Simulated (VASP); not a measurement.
## Rb: single point with PBE

The system is Rb.

```
CELL_PARAMETERS angstrom
-2.91824 2.91824 3.03048
2.91824 -2.91824 3.03048
2.91824 2.91824 -3.03048
ATOMIC_POSITIONS crystal
Rb 0.00000 0.00000 0.00000
```

This cell differs from its parent crystal: strain +0.040 along x and y, +0.080 along z.

- Program: VASP 6.6.1
- Task: single point
- Functional: PBE
- Potentials or basis: VASP PAW PBE potentials, release 64 (Rb_sv)
- Cutoff: 520 eV
- k mesh: 12 × 12 × 12
- Occupations: gaussian, width 0.15 eV
- Spin: no spin polarisation

```json
{
  "Pressure": "-0.3 GPa",
  "Band gap on the k mesh": "zero (an odd number of electrons rules out a gap without spin polarisation)"
}
```

Levels at points of the mesh, in eV from the Fermi level:
```
           k point  band 3  band 4  band 5  band 6  band 7  band 8
(0.00, 0.00, 0.00)  -13.02  -13.02   -1.81    3.51    3.51    3.68
(0.50, 0.00, 0.00)  -13.04  -13.02    0.24    0.68    2.62    3.95
(0.50, 0.50, 0.00)  -13.05  -13.03    0.31    0.76    2.44    4.05
(0.50, 0.50, 0.50)  -13.07  -13.07    1.28    1.38    2.73    3.06
```

Run time: 110 s on 1 thread of Intel(R) Xeon(R) Platinum 8488C (Sapphire Rapids) (shared host), peak memory 0.33 GiB.

Caveat: the cell differs from its parent crystal (strain +0.040 along x and y, +0.080 along z).
